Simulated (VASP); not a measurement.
# BaTiO3 (Cm) in VASP: single point with PBE

Aim: the single point of BaTiO3 with PBE.

Program: VASP 6.6.1. These are calculated values, not measurements. Logs are shortened: lines on timing, memory, paths and dates and some standing lists are left out, and cuts for length are marked.

## (1) The cell of the first run

The structure is monoclinic, space group Cm (No. 8). The conventional cell has a = 5.757 Å, b = 5.984 Å, c = 4.060 Å, α = 90.00°, β = 90.43°, γ = 90.00°. Ba (site symmetry m) has 12 O at 2.78 to 3.01 Å and 8 Ti at 3.43 to 3.65 Å within 3.7 Å. Within 2.5 Å of Ti (site symmetry m) lie 6 O at 1.87 to 2.25 Å. Within 2.5 Å of O (site symmetry m) lie 2 Ti at 1.87 to 2.21 Å. Within 2.5 Å of O (site symmetry 1) lie 2 Ti at 1.92 to 2.25 Å.

## (2) Single point, PBE

Input file INCAR:

```
SYSTEM = BaTiO3
PREC     = Accurate       ! precision mode
ENCUT    = 1340           ! plane-wave cutoff, eV
EDIFF    = 1E-6           ! SCF threshold, eV
ISMEAR   = 0              ! smearing method
SIGMA    = 0.05           ! smearing width, eV
LREAL    = .FALSE.        ! projectors in reciprocal space
LASPH    = .TRUE.         ! aspherical terms in the spheres
NELM     = 120            ! most SCF steps
ALGO     = Normal         ! electronic algorithm
ISIF     = 2              ! what is computed and relaxed
LWAVE    = .FALSE.        ! write WAVECAR
LCHARG   = .FALSE.        ! write CHGCAR
GGA      = PE             ! functional
NBANDS   = 28             ! bands
GGA_COMPAT= .FALSE.
```

Input file KPOINTS:

```
regular mesh
0
G
  6 6 6
  0 0 0
```

Input file POSCAR:

```
BaTiO3
1.0
    2.9919088721      1.6529946342      2.3563003940
   -2.9919088721      1.6529946342      2.3563003940
    0.0000000000     -3.3059892684      2.3563003940
Ba Ti O
1 1 3
Direct
    0.0049545205      0.0049545205      0.0049545205
    0.5191875227      0.5191875227      0.5191875227
    0.4883938465      0.4883938465      0.9777702638
    0.4883938465      0.9777702638      0.4883938465
    0.9777702638      0.4883938465      0.4883938465
```

Potentials or basis: VASP PAW PBE potentials, release 64 (Ba_sv, Ti_sv, O_h).

Launch:

```bash
$ cat potpaw_PBE.64/Ba_sv/POTCAR potpaw_PBE.64/Ti_sv/POTCAR potpaw_PBE.64/O_h/POTCAR > POTCAR
$ mpirun -np 1 vasp_std > vasp.out
```

OUTCAR:

```text
SYSTEM = BaTiO3
   PREC = Accurate
   ENCUT = 1340
   EDIFF = 1E-6
   ISMEAR = 0
   LREAL = .FALSE.
   LASPH = .TRUE.
   NELM = 120
   ISIF = 2
   GGA = PE

 ion  position               nearest neighbor table
   1  0.005  0.005  0.005-   3 2.78   4 2.82   5 2.82   5 2.90   4 2.90   4 2.90   5 2.90   3 2.98
                             3 3.00   3 3.00   4 3.01   5 3.01   2 3.43   2 3.48   2 3.54   2 3.58
   2  0.519  0.519  0.519-   3 1.87   4 1.92   5 1.92   3 2.21   1 3.43   1 3.48   1 3.54   1 3.58
                             1 3.58   1 3.64   1 3.65   1 3.65
   3  0.488  0.488  0.978-   2 1.87   2 2.21   1 2.78   1 2.98   1 3.00   1 3.00
   4  0.488  0.978  0.488-   2 1.92   1 2.82   1 2.90   1 2.90   1 3.01
   5  0.978  0.488  0.488-   2 1.92   1 2.82   1 2.90   1 2.90   1 3.01

  LATTYP: Found a base centered monoclinic cell.
 ALAT       =     5.7565763462
 B/A-ratio  =     1.0394750950
 C/A-ratio  =     0.7052400250
 COS(beta)  =    -0.0074769073

  Lattice vectors:

 A1 = (  -2.9919088721,  -1.6529946342,  -2.3563003940)
 A2 = (   2.9919088721,  -1.6529946342,  -2.3563003940)
 A3 = (   0.0000000000,  -3.3059892684,   2.3563003940)

Analysis of symmetry for initial positions (statically):
=====================================================================
 Subroutine PRICEL returns:
 Original cell was already a primitive cell.

 Routine SETGRP: Setting up the symmetry group for a
 base centered monoclinic supercell.

 Subroutine GETGRP returns: Found  2 space group operations
 (whereof  2 operations were pure point group operations)
 out of a pool of  4 trial point group operations.

The static configuration has the point symmetry C_1h.

Analysis of symmetry for dynamics (positions and initial velocities):
=====================================================================
 Subroutine PRICEL returns:
 Original cell was already a primitive cell.

 Routine SETGRP: Setting up the symmetry group for a
 base centered monoclinic supercell.

 Subroutine GETGRP returns: Found  2 space group operations
 (whereof  2 operations were pure point group operations)
 out of a pool of  4 trial point group operations.

The dynamic configuration has the point symmetry C_1h.

 Subroutine INISYM returns: Found  2 space group operations
 (whereof  2 operations are pure point group operations),
 and found     1 'primitive' translations

----------------------------------------------------------------------------------------

                                     Primitive cell

  volume of cell :      69.9200

  direct lattice vectors                    reciprocal lattice vectors
     2.991908872  1.652994634  2.356300394     0.167117389  0.100827107  0.141464702
    -2.991908872  1.652994634  2.356300394    -0.167117389  0.100827107  0.141464702
     0.000000000 -3.305989268  2.356300394     0.000000000 -0.201654214  0.141464702

  length of vectors
     4.151633595  4.151633595  4.059768046     0.241053084  0.241053084  0.246326377

  position of ions in fractional coordinates (direct lattice)
     0.004954521  0.004954521  0.004954521
     0.519187523  0.519187523  0.519187523
     0.488393847  0.488393847  0.977770264
     0.488393847  0.977770264  0.488393847
     0.977770264  0.488393847  0.488393847

  ion indices of the primitive-cell ions
   primitive index   ion index
                 1           1
                 2           2
                 3           3
                 4           4
                 5           5

----------------------------------------------------------------------------------------

 KPOINTS: regular mesh

Automatic generation of k-mesh.
 Grid dimensions read from file:
 generate k-points for:    6    6    6

 Generating k-lattice:

  Cartesian coordinates                     Fractional coordinates (reciprocal lattice)
     0.027852898  0.016804518  0.023577450     0.166666667  0.000000000  0.000000000
    -0.027852898  0.016804518  0.023577450     0.000000000  0.166666667  0.000000000
     0.000000000 -0.033609036  0.023577450     0.000000000  0.000000000  0.166666667

  Length of vectors
     0.040175514  0.040175514  0.041054396

  Shift w.r.t. Gamma in fractional coordinates (k-lattice)
     0.000000000  0.000000000  0.000000000

 Subroutine IBZKPT returns following result:
 ===========================================

 Found     68 irreducible k-points:

 Following reciprocal coordinates:
            Coordinates               Weight
  0.000000  0.000000  0.000000      1.000000
  0.166667  0.000000  0.000000      4.000000
  0.333333  0.000000  0.000000      4.000000
  0.500000 -0.000000  0.000000      2.000000
  0.166667  0.166667  0.000000      2.000000
  0.333333  0.166667  0.000000      4.000000
[... 16 lines left out ...]
 -0.333333  0.166667  0.166667      4.000000
 -0.166667  0.166667  0.166667      4.000000
 [... further k-points ...]
   k-points           NKPTS =     68   k-points in BZ     NKDIM =     68   number of bands    NBANDS=     28
   number of dos      NEDOS =    301   number of ions     NIONS =      5
   total plane-waves  NPLWV = 120000
   dimension x,y,z NGX =    50 NGY =   50 NGZ =   48
   dimension x,y,z NGXF=   100 NGYF=  100 NGZF=   96
   ions per type =               1   1   3
   NGX,Y,Z   is equivalent  to a cutoff of  20.02, 20.02, 19.66 a.u.
   NGXF,Y,Z  is equivalent  to a cutoff of  40.04, 40.04, 39.31 a.u.
 SYSTEM =  BaTiO3
   PREC   = accura    normal or accurate (medium, high low for compatibility)
   ISTART =      0    job   : 0-new  1-cont  2-samecut
   ICHARG =      2    charge: 1-file 2-atom 10-const
   ISPIN  =      1    spin polarized calculation?
   LNONCOLLINEAR =      F non collinear calculations
   LSORBIT =      F    spin-orbit coupling
   LASPH  =      T    aspherical Exc in radial PAW
   ENCUT  = 1340.0 eV  98.49 Ry    9.92 a.u.  12.39 12.39 12.12*2*pi/ulx,y,z
   NELM   =    120;   NELMIN=  2; NELMDL= -5     # of ELM steps
   EDIFF  = 0.1E-05   stopping-criterion for ELM
   LREAL  =      F    real-space projection
   EDIFFG = 0.1E-04   stopping-criterion for IOM
   NSW    =      0    number of steps for IOM
   IBRION =     -1    ionic relax: 0-MD 1-quasi-New 2-CG
   NFREE  =      0    steps in history (QN), initial steepest desc. (CG)
   ISIF   =      2    stress and relaxation
   ISYM   =      2    0-nonsym 1-usesym 2-fastsym
   POTIM  = 0.5000    time-step for ionic-motion
   TEBEG  =    0.0;   TEEND  =   0.0 temperature during run
   PSTRESS=    0.0 pullay stress
   NELECT =      40.0000    total number of electrons
   NUPDOWN=      -1.0000    fix difference up-down
   EMIN   =  10.00;   EMAX   =-10.00  energy-range for DOS
   EFERMI =   0.00;   METHOD = LEGACY
   ISMEAR =     0;   SIGMA  =   0.05  broadening in eV -4-tet -1-fermi 0-gaus
   EFERMI_NEDOS =   21; number of points for ismear=-14 and -15
   IALGO  =     38    algorithm
   IMIX   =      4    mixing-type and parameters
     AMIX     =   0.40;   BMIX     =  1.00
     AMIX_MAG =   1.60;   BMIX_MAG =  1.00
  volume/ion in A,a.u.               =      13.98        94.37
  Fermi-wavevector in a.u.,A,eV,Ry     =   1.359025  2.568186 25.129283  1.846950
  Thomas-Fermi vector in A             =   2.485809
   LORBIT       =      0    0 simple, 1 ext, 2 COOP (PROOUT), +10 PAW based schemes
   GGA     = PE    functional components
   LHFCALC =     F    Hartree Fock is set to
   AEXX    =    0.0000 exact exchange contribution
   IVDW    =     0    specifies the selected vdW correction
   LEPSILON=     F    determine dielectric tensor
   LRPA    =     F    only Hartree local field effects (RPA)
 non-spin polarized calculation
 Gauss-broadening in eV      SIGMA  =   0.05
  energy-cutoff  :     1340.00
  volume of cell :       69.92
 maximum number of plane-waves:      7810
 NGX is ok and might be reduce to    50
   NGX = 25   NGY = 25   NGZ = 25

 number of electron      40.0000000 magnetization

 Free energy of the ion-electron system (eV)
  ---------------------------------------------------
  ext. energy  EPLUGINS =         0.00000000
  ---------------------------------------------------
  free energy    TOTEN  =       -39.99664499 eV

  energy without entropy =      -39.99664499  energy(sigma->0) =      -39.99664499

 E-fermi :   3.7721     XC(G=0): -10.7845

 val. band max:        3.4844114835   @ k =   0.5000   0.5000   0.5000
 cond. band min:       5.8338915781   @ k =   0.0000   0.0000   0.0000
 fundamental gap:      2.3494800946
 Fermi energy:         3.7721497902

 k-point     1 :       0.0000    0.0000    0.0000
  band No.  band energies     occupation
      1     -53.0481      2.00000
      2     -29.2956      2.00000
      3     -29.2845      2.00000
      4     -29.2436      2.00000
      5     -21.5763      2.00000
      6     -13.1795      2.00000
[... 20 lines left out ...]
     27       8.5651      0.00000
     28       9.9223      0.00000

 k-point     2 :       0.1667    0.0000    0.0000
  band No.  band energies     occupation
      1     -53.0480      2.00000
      2     -29.2982      2.00000
      3     -29.2855      2.00000
      4     -29.2471      2.00000
      5     -21.5590      2.00000
      6     -13.1925      2.00000
[... 20 lines left out ...]
     27       9.0022      0.00000
     28      10.5275      0.00000

 k-point     3 :       0.3333    0.0000    0.0000
  band No.  band energies     occupation
      1     -53.0477      2.00000
      2     -29.3064      2.00000
      3     -29.2864      2.00000
      4     -29.2523      2.00000
      5     -21.5241      2.00000
      6     -13.2597      2.00000
[... 20 lines left out ...]
     27       9.9763      0.00000
     28      11.4617      0.00000

 k-point     4 :       0.5000   -0.0000    0.0000
  band No.  band energies     occupation
      1     -53.0476      2.00000
      2     -29.3117      2.00000
      3     -29.2866      2.00000
      4     -29.2541      2.00000
      5     -21.5064      2.00000
      6     -13.3076      2.00000
[... 578 lines left out ...]
     27      11.0618      0.00000
     28      11.8503      0.00000

 k-point    23 :      -0.3333    0.1667    0.1667
  band No.  band energies     occupation
      1     -53.0474      2.00000
      2     -29.3087      2.00000
      3     -29.2953      2.00000
      4     -29.2574      2.00000
      5     -21.4963      2.00000
      6     -13.0863      2.00000
[... 20 lines left out ...]
     27      10.5473      0.00000
     28      11.4997      0.00000

 k-point    24 :      -0.1667    0.1667    0.1667
  band No.  band energies     occupation
      1     -53.0477      2.00000
      2     -29.3035      2.00000
      3     -29.2927      2.00000
      4     -29.2511      2.00000
      5     -21.5262      2.00000
      6     -13.1023      2.00000
[... 20 lines left out ...]
     27       9.6930      0.00000
     28      10.9708      0.00000

 [... further k-points ...]
[... 5 lines left out ...]
  --------------------------------------------------------------------------------------
  -------------------------------------------------------------------------------------
  Total       -4.6843924     -1.0902880     -0.7887146      0.0000000      0.2323867      0.0000000
  in kB     -107.3401347    -24.9833165    -18.0729366      0.0000000      5.3250064      0.0000000
  external PRESSURE =     -50.1321293 kB  Pullay stress =       0.0000000 kB

 VOLUME and BASIS-vectors are now :
 -----------------------------------------------------------------------------
  energy-cutoff  :     1340.00
  volume of cell :       69.92
      direct lattice vectors                 reciprocal lattice vectors
     2.991908872  1.652994634  2.356300394     0.167117389  0.100827107  0.141464702
    -2.991908872  1.652994634  2.356300394    -0.167117389  0.100827107  0.141464702
     0.000000000 -3.305989268  2.356300394     0.000000000 -0.201654214  0.141464702

 POSITION                                       TOTAL-FORCE (eV/Angst)
 -----------------------------------------------------------------------------------
      0.00000      0.00000      0.03502         0.000000     -0.001282     -0.009221
      0.00000      0.00000      3.67009         0.000000      0.191103      0.374655
      0.00000     -1.61787      4.60553         0.000000      0.134158     -0.037439
     -1.46417      0.80894      4.60553         0.429607     -0.161990     -0.163997
      1.46417      0.80894      4.60553        -0.429607     -0.161990     -0.163997
 -----------------------------------------------------------------------------------
    total drift:                               -0.000000      0.001065      0.000350

  FREE ENERGIE OF THE ION-ELECTRON SYSTEM (eV)
  ---------------------------------------------------
  free  energy   TOTEN  =       -39.9966449873 eV

  energy  without entropy=      -39.9966449873  energy(sigma->0) =      -39.99664499
```

It took 6.4 min on 1 thread of Intel Xeon 6975P-C (Granite Rapids), shared host; peak memory 0.73 GiB.

Results:

```
Free energy            : -39.9966 eV
Pressure               : -5.0 GPa
Largest force          : 0.488 eV/Å
Band gap on the k mesh : 2.35 eV (least direct gap 2.89 eV)
```

Forces in eV/Å, atoms in the order of the input:
```
Ba   0.000 -0.001 -0.009
Ti   0.000  0.191  0.375
O    0.000  0.134 -0.037
O    0.430 -0.162 -0.164
O   -0.430 -0.162 -0.164
```

Levels at points of the mesh, in eV from the valence-band top:
| k point | band 18 | band 19 | band 20 | band 21 | band 22 | band 23 |
| --- | --- | --- | --- | --- | --- | --- |
| (0.00, 0.00, 0.00) | -0.69 | -0.66 | -0.54 | 2.35 | 2.47 | 2.51 |
| (0.50, 0.00, 0.00) | -1.47 | -1.07 | -0.89 | 2.55 | 3.38 | 3.53 |
| (0.50, 0.50, 0.00) | -1.05 | -1.03 | -0.12 | 3.45 | 3.54 | 3.75 |
| (0.00, 0.00, 0.50) | -1.55 | -1.07 | -0.90 | 2.53 | 3.51 | 3.70 |
| (0.50, 0.00, 0.50) | -0.91 | -0.83 | -0.12 | 3.44 | 3.61 | 3.89 |
| (0.50, 0.50, 0.50) | -0.10 | -0.05 | 0.00 | 3.81 | 4.00 | 4.13 |

Caveat: the stress differs along the axes, from -11 to -2 GPa; spin-orbit coupling is left out, which moves the levels of the heavy elements. A k mesh can miss the band edges.
